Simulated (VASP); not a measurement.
# H23NO10: single point with r2SCAN+D3(BJ)

H23NO10:

```
O H N
1.0
     6.47286    0.00000    0.00000
     0.00000    6.47286    0.00000
     0.00000    0.00000    6.47286
O H N
10 23 1
Direct
  0.25621 0.59366 0.25899
  0.06824 0.11865 0.03986
  0.71027 0.33858 0.19208
  0.89155 0.80859 0.88383
  0.41309 0.17967 0.37307
  0.83195 0.53578 0.47250
  0.27940 0.83612 0.61362
  0.13512 0.35536 0.76686
  0.54559 0.96710 0.03469
  0.89869 0.98556 0.50979
  0.29441 0.67007 0.13414
  0.13255 0.52045 0.24867
  0.04452 0.15112 0.89549
  0.14876 0.19086 0.13204
  0.66890 0.32117 0.04119
  0.77439 0.20533 0.24765
  0.98826 0.70462 0.87718
  0.94388 0.87518 0.00537
  0.50752 0.25493 0.27847
  0.33199 0.27533 0.43778
  0.85954 0.67523 0.52155
  0.78461 0.53414 0.33022
  0.33813 0.90750 0.51155
  0.38794 0.75630 0.68267
  0.01196 0.40106 0.70850
  0.15190 0.21755 0.70604
  0.43852 0.94363 0.95261
  0.65580 0.86904 0.00044
  0.81877 0.09549 0.59890
  0.97206 0.93637 0.62757
  0.60278 0.45549 0.69793
  0.56391 0.20790 0.64724
  0.48297 0.28786 0.84593
  0.60613 0.30636 0.75322
```

```
Program                : VASP 6.6.1
Task                   : single point
Functional             : r2SCAN
Dispersion             : D3(BJ)
Potentials or basis    : VASP PAW PBE potentials, release 64 (O, H, N)
Cutoff                 : 520 eV
k mesh                 : 1 × 1 × 1
Occupations            : fermi-dirac, width 0.02 eV
Spin                   : no spin polarisation
Dipole correction      : no
Further INCAR settings : LREAL = Auto; ALGO = Normal; EDIFF = 1e-06; NBANDS = 67
```

```yaml
Pressure: 6.1 GPa
Largest_force: 6.145 eV/Å
Band_gap_on_the_k_mesh: 4.56 eV
Dispersion_energy_per_atom: -0.021 eV
```

Forces on the atoms (eV/Å):
```
O    2.262  1.100 -0.303
O   -2.472 -4.064 -0.257
O    0.152 -1.542 -1.570
O   -1.674  0.548  0.101
O    0.643 -2.634 -1.016
O    0.731  0.836  1.416
O   -1.568 -2.832  5.223
O    1.833 -0.563 -0.559
O    4.225  0.129  3.298
O   -1.926  3.246  1.369
H   -0.580 -0.573  0.650
H   -1.727 -0.494 -0.537
H    0.536  1.088  1.861
H    1.823  1.723  0.793
H    1.252 -0.482  1.291
H   -0.541  1.743 -1.395
H    1.682 -2.547 -0.695
H    0.355  1.445  0.825
H   -0.183  0.055  0.451
H   -1.635  2.435  1.306
H   -0.191 -0.124 -0.710
H   -0.130 -0.054  0.085
H    2.291  2.688 -4.163
H   -0.581  0.360 -0.748
H   -1.940  0.982 -1.385
H    0.472  0.763 -0.442
H   -4.239 -0.855 -3.227
H   -0.550  0.342 -0.254
H    0.765 -1.728 -1.999
H    0.998 -1.073  0.334
H    0.044 -0.966 -0.305
H   -0.252 -0.843 -2.132
H   -0.360  0.285  0.634
N    0.485  1.607  2.060
```

Stress tensor (GPa, compression positive):
```
 7.57  2.14  0.17
 2.14  3.84 -0.02
 0.17 -0.02  6.75
```

Levels at points of the mesh, in eV from the valence-band top:
```tsv
k point	band 41	band 42	band 43	band 44	band 45	band 46	band 47	band 48
(0.00, 0.00, 0.00)	-0.60	-0.38	-0.25	0.00	4.56	7.42	7.89	8.12
```

Wall time 80 s on 1 thread of AMD EPYC 9R45 96-Core Processor (Zen 5) (shared host), peak memory 0.3 GiB.

Caveat: the k points lie up to 0.97 Å⁻¹ apart; the PAW data sets were made with another functional, which shifts forces and pressure a little.
